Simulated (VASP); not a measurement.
Runs of VASP 6.6.1 on Al2O3. The structure is that of space group R-3c (No. 167), or close to it. The cells are those of the table. 

```csv
cell,gap on the mesh (eV),pressure (GPa),largest force (eV/Å)
"a = 5.093 Å, angles 54.2°, 10 atoms",7.82,14.3,0.26
"a = 4.987 Å, angles 58.6°, 10 atoms",6.46,-0.6,0.66
"a = 5.186 Å, angles 53.2°, 10 atoms",(a),7.4,0.38
"a = 4.948 Å, angles 57.5°, 10 atoms",7.33,13.6,0.46
"a = 5.279 Å, angles 52.1°, 10 atoms",6.90,1.3,0.44
"a = 5.038 Å, angles 56.4°, 10 atoms",7.26,(b),0.18
```

Alike in all rows: task single point; level r2SCAN; potentials or basis VASP PAW PBE potentials, release 64 (Al, O); no spin polarisation; k mesh 6 × 6 × 6; cutoff (eV) 520; smearing gaussian 0.05 eV.

Problem. Estimate the missing entries.

Solution. (a) 7.37; (b) 6.0.

Caveats: the PAW data sets were made with another functional, which shifts forces and pressure a little; the stress differs along the axes, from 6 to 19 GPa (at least some runs); the stress differs along the axes, from -11 to 21 GPa (at least some runs); the stress differs along the axes, from -9 to 15 GPa (at least some runs); the stress differs along the axes, from 6 to 29 GPa (at least some runs); the stress differs along the axes, from -21 to 13 GPa (at least some runs); the stress differs along the axes, from 2 to 13 GPa (at least some runs).

A k mesh can miss the band edges.
